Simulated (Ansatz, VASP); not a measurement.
## One calculation of LiF, two programs

```
CELL_PARAMETERS angstrom
0.00000 1.86295 2.01400
2.01400 0.00000 2.01400
2.01400 1.86295 0.00000
ATOMIC_POSITIONS crystal
Li 0.00000 0.00000 0.00000
F 0.50000 0.50000 0.50000
```

Change from the starting cell: strain -0.0750 x Voigt [0, 1, 0, 0, 0, 0], atoms carried along.

Alike in both runs: task single point; functional r2SCAN; k mesh 10 × 10 × 10; occupations gaussian, width 0.05 eV; no spin polarisation.

|  | VASP | Ansatz |
| --- | --- | --- |
| version | VASP 6.6.1 | Ansatz 0.2.0 |
| potentials or method | VASP PAW PBE potentials, release 64 (Li_sv, F), cutoff 520 eV | scalar-relativistic, plane waves, PAW |
| valence electrons in the cell | 10 | 10 |

```tsv
	VASP	Ansatz	Ansatz less VASP
gap on the k mesh at the Fermi level (eV)	10.93	10.71	-0.222
least direct gap on the mesh (eV)	10.93	10.71	-0.222
```

VASP's potentials were made for PBE, not for r2SCAN.

Noted on VASP's run: the cutoff is short for stress, so the pressure is rough.
